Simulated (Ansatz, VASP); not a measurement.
# Ca3Y: VASP beside Ansatz

INCAR

```
SYSTEM = Ca3Y
  PREC = Accurate
  ENCUT = 520
  EDIFF = 1E-6
  ISMEAR = 1
  SIGMA = 0.1
  LREAL = .FALSE.
  LASPH = .TRUE.
  NELM = 60
  ALGO = Normal
  ISIF = 2
  LWAVE = .FALSE.
  LCHARG = .FALSE.
  GGA = CA
  NBANDS = 28
```

KPOINTS

```
Automatic mesh
0
G
  5 5 5
  0 0 0
```

The input POSCAR:

```
Ca3Y
1.0
    5.3764783416      0.0000000000      0.0000000000
    0.0000000000      5.3764783416      0.0000000000
    0.0000000000      0.0000000000      5.3764783416
Ca Y
3 1
Direct
    0.0000000000      0.5000000000      0.5000000000
    0.5000000000      0.0000000000      0.5000000000
    0.5000000000      0.5000000000      0.0000000000
    0.0000000000      0.0000000000      0.0000000000
```

Input for Ansatz:

```yaml
crystal:
  lattice:
    - [5.376478341638024, 0.0, 0.0]
    - [0.0, 5.376478341638024, 0.0]
    - [0.0, 0.0, 5.376478341638024]
  atoms:
    - { symbol: Ca, position: [0.0, 0.5, 0.5] }
    - { symbol: Ca, position: [0.5, 0.0, 0.5] }
    - { symbol: Ca, position: [0.5, 0.5, 0.0] }
    - { symbol: "Y", position: [0.0, 0.0, 0.0] }
basis:
  ecutwfc: 571.4391111657479
kpoints:
  mp_grid:
    grid: [5, 5, 5]
hamiltonian:
  xc: lda
  pseudopotentials:
    kind: paw
scf:
  occupations:
    method: cold
    width: 0.1
output:
  stress: true
```

Alike in both runs: task single point; functional LDA; k mesh 5 × 5 × 5; no spin polarisation.

```csv
,VASP,Ansatz
version,VASP 6.6.1,Ansatz 0.2.0
potentials or method,"VASP PAW LDA potentials, release 64 (Ca_sv, Y_sv), cutoff 520 eV","plane waves, PAW"
occupations,"methfessel-paxton of order 1, width 0.1 eV","cold, width 0.1 eV"
valence electrons in the cell,41,41
```

```csv
,VASP,Ansatz,Ansatz less VASP
pressure (GPa),-1.9,-1.9,-0.01
```

LDA's correlation is that of Perdew and Zunger in VASP and of Perdew and Wang (1992) in Ansatz.
